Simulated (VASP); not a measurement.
# Si2W: single point with r2SCAN

The system is Si2W.

```xyz
6
Lattice="0.0000 3.3793 3.3793 3.3793 0.0000 3.3793 3.3793 3.3793 0.0000" Properties=species:S:1:pos:R:3 pbc="T T T"
Si    0.8448    0.8448    0.8448
Si    0.8448    2.5345    2.5345
Si    2.5345    2.5345    0.8448
Si    2.5345    0.8448    2.5345
W     3.3793    3.3793    3.3793
W     5.0690    5.0690    5.0690
```

| Quantity | Value |
| --- | --- |
| Program | VASP 6.6.1 |
| Task | single point |
| Functional | r2SCAN |
| Potentials or basis | VASP PAW PBE potentials, release 64 (Si, W_sv) |
| Cutoff | 520 eV |
| k mesh | 10 × 10 × 10 |
| Occupations | gaussian, width 0.1 eV |
| Spin | no spin polarisation |
| Dipole correction | no |
| Further INCAR settings | ALGO = Normal; EDIFF = 1e-07; NBANDS = 31 |

The pressure is 0.3 GPa and the band gap on the k mesh is zero (bands 22 and 23 overlap by 0.74 eV).

Levels at points of the mesh, in eV from the Fermi level:
| k point | band 18 | band 19 | band 20 | band 21 | band 22 | band 23 | band 24 | band 25 | band 26 | band 27 |
| --- | --- | --- | --- | --- | --- | --- | --- | --- | --- | --- |
| (0.00, 0.00, 0.00) | -6.65 | -3.16 | -0.22 | -0.22 | -0.22 | 0.89 | 0.89 | 2.11 | 2.11 | 2.11 |
| (0.50, 0.00, 0.00) | -4.07 | -1.29 | -1.29 | -1.03 | 0.26 | 0.67 | 0.67 | 1.14 | 1.14 | 2.18 |
| (0.50, 0.50, 0.00) | -3.08 | -2.93 | -2.93 | -2.50 | -2.50 | 1.16 | 1.16 | 2.48 | 2.48 | 3.68 |

Run time: 3.1 min on 1 thread of Intel(R) Xeon(R) 6975P-C (Granite Rapids), with other jobs on the host, peak memory 0.27 GiB.

Caveat: the PAW data sets were made with another functional, which shifts forces and pressure a little; spin-orbit coupling is left out, which moves the levels of the heavy elements.
